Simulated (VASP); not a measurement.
# InGaTe3 (Pm-3m) in VASP: a series of runs

Runs on InGaTe3. Level: PBE. Tasks: single point.

Program: VASP 6.6.1. These are calculated values, not measurements. Logs are shortened: lines on timing, memory, paths and dates and some standing lists are left out, and cuts for length are marked.

## Step 1: The cell of the first run

Symmetry: Pm-3m, No. 221, cubic system. The conventional cell has a = 5.470 Å, b = 5.470 Å, c = 5.470 Å, α = 90.00°, β = 90.00°, γ = 90.00°. Within 5.1 Å of In (site symmetry m-3m) lie 12 Te at 3.87 Å and 8 Ga at 4.74 Å. Within 3.6 Å of Ga (site symmetry m-3m) lie 6 Te at 2.74 Å. Te (site symmetry 4/mmm) has 2 Ga at 2.74 Å within 3.6 Å.

## Step 2: Single point, PBE

Contents of INCAR:

```
SYSTEM = InGaTe3
ALGO = Normal ; EDIFF = 1E-6
ENCUT = 520 ; GGA = PE
ISIF = 2 ; ISMEAR = 0
LASPH = .TRUE. ; LCHARG = .FALSE.
LREAL = .FALSE. ; LWAVE = .FALSE.
NBANDS = 30 ; NELM = 80
PREC = Accurate ; SIGMA = 0.1
```

Contents of KPOINTS:

```
k-points
0
G
  4 4 4
  0 0 0
```

Contents of POSCAR:

```
InGaTe3
1.0
    5.4702551877      0.0000000000      0.0000000000
    0.0000000000      5.4702551877      0.0000000000
    0.0000000000      0.0000000000      5.4702551877
In Ga Te
1 1 3
Direct
    0.5000000000      0.5000000000      0.5000000000
    0.0000000000      0.0000000000      0.0000000000
    0.5000000000      0.0000000000      0.0000000000
    0.0000000000      0.5000000000      0.0000000000
    0.0000000000      0.0000000000      0.5000000000
```

Potentials or basis: VASP PAW PBE potentials, release 64 (In_d, Ga_d, Te).

On the command line:

```bash
$ cat potpaw_PBE.64/In_d/POTCAR potpaw_PBE.64/Ga_d/POTCAR potpaw_PBE.64/Te/POTCAR > POTCAR
$ mpirun -np 1 vasp_std > vasp.out
```

OUTCAR:

```text
SYSTEM = InGaTe3
   EDIFF = 1E-6
   ENCUT = 520
   GGA = PE
   ISIF = 2
   ISMEAR = 0
   LASPH = .TRUE.
   LREAL = .FALSE.
   NELM = 80
   PREC = Accurate

 ion  position               nearest neighbor table
   1  0.500  0.500  0.500-
   2  0.000  0.000  0.000-   3 2.74   4 2.74   5 2.74   5 2.74   4 2.74   3 2.74
   3  0.500  0.000  0.000-   2 2.74   2 2.74
   4  0.000  0.500  0.000-   2 2.74   2 2.74
   5  0.000  0.000  0.500-   2 2.74   2 2.74

  LATTYP: Found a simple cubic cell.
 ALAT       =     5.4702551877

  Lattice vectors:

 A1 = (   5.4702551877,   0.0000000000,   0.0000000000)
 A2 = (   0.0000000000,   5.4702551877,   0.0000000000)
 A3 = (   0.0000000000,   0.0000000000,   5.4702551877)

Analysis of symmetry for initial positions (statically):
=====================================================================
 Subroutine PRICEL returns:
 Original cell was already a primitive cell.

 Routine SETGRP: Setting up the symmetry group for a
 simple cubic supercell.

 Subroutine GETGRP returns: Found 48 space group operations
 (whereof 48 operations were pure point group operations)
 out of a pool of 48 trial point group operations.

The static configuration has the point symmetry O_h .

Analysis of symmetry for dynamics (positions and initial velocities):
=====================================================================
 Subroutine PRICEL returns:
 Original cell was already a primitive cell.

 Routine SETGRP: Setting up the symmetry group for a
 simple cubic supercell.

 Subroutine GETGRP returns: Found 48 space group operations
 (whereof 48 operations were pure point group operations)
 out of a pool of 48 trial point group operations.

The dynamic configuration has the point symmetry O_h .

 Subroutine INISYM returns: Found 48 space group operations
 (whereof 48 operations are pure point group operations),
 and found     1 'primitive' translations

----------------------------------------------------------------------------------------

                                     Primitive cell

  volume of cell :     163.6902

  direct lattice vectors                    reciprocal lattice vectors
     5.470255188  0.000000000  0.000000000     0.182806828  0.000000000  0.000000000
     0.000000000  5.470255188  0.000000000     0.000000000  0.182806828  0.000000000
     0.000000000  0.000000000  5.470255188     0.000000000  0.000000000  0.182806828

  length of vectors
     5.470255188  5.470255188  5.470255188     0.182806828  0.182806828  0.182806828

  position of ions in fractional coordinates (direct lattice)
     0.500000000  0.500000000  0.500000000
     0.000000000  0.000000000  0.000000000
     0.500000000  0.000000000  0.000000000
     0.000000000  0.500000000  0.000000000
     0.000000000  0.000000000  0.500000000

  ion indices of the primitive-cell ions
   primitive index   ion index
                 1           1
                 2           2
                 3           3
                 4           4
                 5           5

----------------------------------------------------------------------------------------

 KPOINTS: k-points

Automatic generation of k-mesh.
 Grid dimensions read from file:
 generate k-points for:    4    4    4

 Generating k-lattice:

  Cartesian coordinates                     Fractional coordinates (reciprocal lattice)
     0.045701707  0.000000000  0.000000000     0.250000000  0.000000000  0.000000000
     0.000000000  0.045701707  0.000000000     0.000000000  0.250000000  0.000000000
     0.000000000  0.000000000  0.045701707     0.000000000  0.000000000  0.250000000

  Length of vectors
     0.045701707  0.045701707  0.045701707

  Shift w.r.t. Gamma in fractional coordinates (k-lattice)
     0.000000000  0.000000000  0.000000000

 Subroutine IBZKPT returns following result:
 ===========================================

 Found     10 irreducible k-points:

 Following reciprocal coordinates:
            Coordinates               Weight
  0.000000  0.000000  0.000000      1.000000
  0.250000  0.000000  0.000000      6.000000
  0.500000  0.000000  0.000000      3.000000
  0.250000  0.250000  0.000000     12.000000
  0.500000  0.250000  0.000000     12.000000
  0.500000  0.500000  0.000000      3.000000
  0.250000  0.250000  0.250000      8.000000
  0.500000  0.250000  0.250000     12.000000
  0.500000  0.500000  0.250000      6.000000
  0.500000  0.500000  0.500000      1.000000
   k-points           NKPTS =     10   k-points in BZ     NKDIM =     10   number of bands    NBANDS=     30
   number of dos      NEDOS =    301   number of ions     NIONS =      5
   total plane-waves  NPLWV =  74088
   dimension x,y,z NGX =    42 NGY =   42 NGZ =   42
   dimension x,y,z NGXF=    84 NGYF=   84 NGZF=   84
   ions per type =               1   1   3
   NGX,Y,Z   is equivalent  to a cutoff of  12.76, 12.76, 12.76 a.u.
   NGXF,Y,Z  is equivalent  to a cutoff of  25.53, 25.53, 25.53 a.u.
 SYSTEM =  InGaTe3
   PREC   = accura    normal or accurate (medium, high low for compatibility)
   ISTART =      0    job   : 0-new  1-cont  2-samecut
   ICHARG =      2    charge: 1-file 2-atom 10-const
   ISPIN  =      1    spin polarized calculation?
   LNONCOLLINEAR =      F non collinear calculations
   LSORBIT =      F    spin-orbit coupling
   LASPH  =      T    aspherical Exc in radial PAW
   ENCUT  =  520.0 eV  38.22 Ry    6.18 a.u.  10.17 10.17 10.17*2*pi/ulx,y,z
   NELM   =     80;   NELMIN=  2; NELMDL= -5     # of ELM steps
   EDIFF  = 0.1E-05   stopping-criterion for ELM
   LREAL  =      F    real-space projection
   EDIFFG = 0.1E-04   stopping-criterion for IOM
   NSW    =      0    number of steps for IOM
   IBRION =     -1    ionic relax: 0-MD 1-quasi-New 2-CG
   NFREE  =      0    steps in history (QN), initial steepest desc. (CG)
   ISIF   =      2    stress and relaxation
   ISYM   =      2    0-nonsym 1-usesym 2-fastsym
   POTIM  = 0.5000    time-step for ionic-motion
   TEBEG  =    0.0;   TEEND  =   0.0 temperature during run
   PSTRESS=    0.0 pullay stress
   NELECT =      44.0000    total number of electrons
   NUPDOWN=      -1.0000    fix difference up-down
   EMIN   =  10.00;   EMAX   =-10.00  energy-range for DOS
   EFERMI =   0.00;   METHOD = LEGACY
   ISMEAR =     0;   SIGMA  =   0.10  broadening in eV -4-tet -1-fermi 0-gaus
   EFERMI_NEDOS =   21; number of points for ismear=-14 and -15
   IALGO  =     38    algorithm
   IMIX   =      4    mixing-type and parameters
     AMIX     =   0.40;   BMIX     =  1.00
     AMIX_MAG =   1.60;   BMIX_MAG =  1.00
  volume/ion in A,a.u.               =      32.74       220.93
  Fermi-wavevector in a.u.,A,eV,Ry     =   1.056537  1.996566 15.187788  1.116271
  Thomas-Fermi vector in A             =   2.191777
   LORBIT       =      0    0 simple, 1 ext, 2 COOP (PROOUT), +10 PAW based schemes
   GGA     = PE    functional components
   LHFCALC =     F    Hartree Fock is set to
   AEXX    =    0.0000 exact exchange contribution
   IVDW    =     0    specifies the selected vdW correction
   LEPSILON=     F    determine dielectric tensor
   LRPA    =     F    only Hartree local field effects (RPA)
 non-spin polarized calculation
 Gauss-broadening in eV      SIGMA  =   0.10
  energy-cutoff  :      520.00
  volume of cell :      163.69
 maximum number of plane-waves:      4436
 NGX is ok and might be reduce to    42
   NGX = 21   NGY = 21   NGZ = 21

 number of electron      43.9999984 magnetization

 Free energy of the ion-electron system (eV)
  ---------------------------------------------------
  ext. energy  EPLUGINS =         0.00000000
  ---------------------------------------------------
  free energy    TOTEN  =       -14.10846997 eV

  energy without entropy =      -14.05383009  energy(sigma->0) =      -14.08115003

 E-fermi :   4.5856     XC(G=0):  -9.0436

 val. band max:        4.5547472177   @ k =   0.5000   0.5000   0.2500
 cond. band min:       4.5921170442   @ k =   0.2500   0.2500   0.2500
 fundamental gap:      0.0373698265
 Fermi energy:         4.5855943303

 k-point     1 :       0.0000    0.0000    0.0000
  band No.  band energies     occupation
      1     -10.4563      2.00000
      2     -10.4563      2.00000
      3     -10.3433      2.00000
      4     -10.3433      2.00000
      5     -10.3433      2.00000
      6      -9.5432      2.00000
[... 22 lines left out ...]
     29       9.2475      0.00000
     30       9.2475      0.00000

 k-point     2 :       0.2500    0.0000    0.0000
  band No.  band energies     occupation
      1     -10.4562      2.00000
      2     -10.4466      2.00000
      3     -10.3444      2.00000
      4     -10.3444      2.00000
      5     -10.3433      2.00000
      6      -9.5427      2.00000
[... 22 lines left out ...]
     29      10.2724      0.00000
     30      10.2982      0.00000

 k-point     3 :       0.5000    0.0000    0.0000
  band No.  band energies     occupation
      1     -10.4560      2.00000
      2     -10.4370      2.00000
      3     -10.3454      2.00000
      4     -10.3454      2.00000
      5     -10.3433      2.00000
      6      -9.5422      2.00000
[... 22 lines left out ...]
     29       9.7610      0.00000
     30      11.3735      0.00000

 k-point     4 :       0.2500    0.2500    0.0000
  band No.  band energies     occupation
      1     -10.4515      2.00000
      2     -10.4410      2.00000
      3     -10.3454      2.00000
      4     -10.3444      2.00000
      5     -10.3444      2.00000
      6      -9.5429      2.00000
[... 154 lines left out ...]
     29      10.4408      0.00000
     30      10.9111      0.00000

 k-point     9 :       0.5000    0.5000    0.2500
  band No.  band energies     occupation
      1     -10.4360      2.00000
      2     -10.4246      2.00000
      3     -10.3476      2.00000
      4     -10.3465      2.00000
      5     -10.3465      2.00000
      6      -9.5463      2.00000
[... 22 lines left out ...]
     29       8.6856      0.00000
     30      10.6665      0.00000

 k-point    10 :       0.5000    0.5000    0.5000
  band No.  band energies     occupation
      1     -10.4246      2.00000
      2     -10.4246      2.00000
      3     -10.3476      2.00000
      4     -10.3476      2.00000
      5     -10.3476      2.00000
      6      -9.5461      2.00000
[... 22 lines left out ...]
     29       8.9682      0.00000
     30       8.9682      0.00000

------------------------ aborting loop because EDIFF is reached ----------------------------------------

  FORCE on cell =-STRESS in cart. coord.  units (eV):
  Direction    XX          YY          ZZ          XY          YZ          ZX
  --------------------------------------------------------------------------------------
  -------------------------------------------------------------------------------------
  Total        0.1896277      0.1896277      0.1896277      0.0000000      0.0000000      0.0000000
  in kB        1.8560493      1.8560493      1.8560493      0.0000000      0.0000000      0.0000000
  external PRESSURE =       1.8560493 kB  Pullay stress =       0.0000000 kB

 VOLUME and BASIS-vectors are now :
 -----------------------------------------------------------------------------
  energy-cutoff  :      520.00
  volume of cell :      163.69
      direct lattice vectors                 reciprocal lattice vectors
     5.470255188  0.000000000  0.000000000     0.182806828  0.000000000  0.000000000
     0.000000000  5.470255188  0.000000000     0.000000000  0.182806828  0.000000000
     0.000000000  0.000000000  5.470255188     0.000000000  0.000000000  0.182806828

 POSITION                                       TOTAL-FORCE (eV/Angst)
 -----------------------------------------------------------------------------------
      2.73513      2.73513      2.73513         0.000000      0.000000      0.000000
      0.00000      0.00000      0.00000         0.000000      0.000000      0.000000
      2.73513      0.00000      0.00000         0.000000      0.000000      0.000000
      0.00000      2.73513      0.00000         0.000000      0.000000      0.000000
      0.00000      0.00000      2.73513         0.000000      0.000000      0.000000
 -----------------------------------------------------------------------------------
    total drift:                                0.000000      0.000000     -0.000000

  FREE ENERGIE OF THE ION-ELECTRON SYSTEM (eV)
  ---------------------------------------------------
  free  energy   TOTEN  =       -14.1084699732 eV

  energy  without entropy=      -14.0538300931  energy(sigma->0) =      -14.08115003
```

Wall time 23 s (1 thread of Intel Xeon 6975P-C (Granite Rapids), shared host); peak memory 0.27 GiB.

What came out:

```yaml
Free_energy: -14.1085 eV
Pressure: 0.2 GPa
Band_gap_on_the_k_mesh: zero (band 22 reaches 5.43 eV, above the bottom of band 23 at 4.04 eV)
```

Caveat: spin-orbit coupling is left out, which moves the levels of the heavy elements.

## Step 3: Single point, PBE

This run uses another cell than the first one, of 36.05 Å³/atom, 1.101 times its volume.

Contents of INCAR:

```
SYSTEM = InGaTe3
PREC = Accurate
ENCUT = 520
EDIFF = 1E-6
ISMEAR = 0
SIGMA = 0.1
LREAL = .FALSE.
LASPH = .TRUE.
NELM = 100
ALGO = Normal
ISIF = 2
LWAVE = .FALSE.
LCHARG = .FALSE.
GGA = PE
NBANDS = 30
```

Contents of KPOINTS:

```
regular mesh
0
G
  4 4 4
  0 0 0
```

POSCAR: that of step 2 with these lines changed.

```diff
@@ -2,5 +2,5 @@
 1.0
-    5.4702551877      0.0000000000      0.0000000000
-    0.0000000000      5.4702551877      0.0000000000
-    0.0000000000      0.0000000000      5.4702551877
+    5.6488726200      0.0000000000      0.0000000000
+    0.0000000000      5.6488726200      0.0000000000
+    0.0000000000      0.0000000000      5.6488726200
 In Ga Te
```

Potentials or basis: VASP PAW PBE potentials, release 64 (In_d, Ga_d, Te).

On the command line:

```bash
$ cat potpaw_PBE.64/In_d/POTCAR potpaw_PBE.64/Ga_d/POTCAR potpaw_PBE.64/Te/POTCAR > POTCAR
$ mpirun -np 1 vasp_std > vasp.out
```

It took 26 s on 1 thread of Intel Xeon 6975P-C (Granite Rapids), shared host; peak memory 0.28 GiB.

It converged, with:

```
Free energy            : -13.9853 eV
Pressure               : -2.3 GPa
Band gap on the k mesh : zero (band 22 reaches 4.37 eV, above the bottom of band 23 at 3.20 eV)
```

Levels at points of the mesh, in eV from the Fermi level:
```
           k point  band 19  band 20  band 21  band 22  band 23  band 24  band 25  band 26
(0.00, 0.00, 0.00)    -0.53    -0.53    -0.53    -0.45    -0.45    -0.45     3.98     3.98
(0.50, 0.00, 0.00)    -1.43    -0.95    -0.61    -0.30    -0.30     0.98     2.39     3.13
(0.50, 0.50, 0.00)    -1.32    -1.18    -1.18    -0.15     0.69     2.02     2.45     2.55
(0.50, 0.50, 0.50)    -0.12    -0.12     0.71     0.71     0.71     2.67     2.67     2.67
```

Caveat: spin-orbit coupling is left out, which moves the levels of the heavy elements.

(Continued in part 2 of 2.)
